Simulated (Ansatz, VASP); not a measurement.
**Pt in VASP and in Ansatz**

```
Pt
1.0
    -1.56949    1.58518    1.56949
     1.56949   -1.58518    1.56949
     1.56949    1.58518   -1.56949
Pt
1
Direct
  0.00000 0.00000 0.00000
```

Change from the starting cell: strain +0.0100 x Voigt [0, 1, 0, 0, 0, 0], atoms carried along.

Alike in both runs: task single point; functional r2SCAN; k mesh 26 × 26 × 26; occupations gaussian, width 0.15 eV; no spin polarisation.

|  | VASP | Ansatz |
| --- | --- | --- |
| version | VASP 6.6.1 | Ansatz 0.2.0 |
| potentials or method | VASP PAW PBE potentials, release 64 (Pt), cutoff 520 eV | scalar-relativistic, plane waves, PAW |
| valence electrons in the cell | 10 | 18 |

```csv
,VASP,Ansatz,Ansatz less VASP
gap on the k mesh at the Fermi level (eV),none,none,-
pressure (GPa),-1.8,-2.4,-0.60
"traceless stress, the component that is largest in VASP (GPa)",0.56,0.56,-0.005
```

VASP's potentials were made for PBE, not for r2SCAN. A gap of «none» marks a metal or a gap that the smearing closes. With one functional, cell and mesh, what is left measures potentials, basis and numerics. VASP's potentials hold 10 valence electrons a cell and Ansatz's 18, so a difference there can come from the potentials and not from the codes.

Spin-orbit coupling is off throughout.
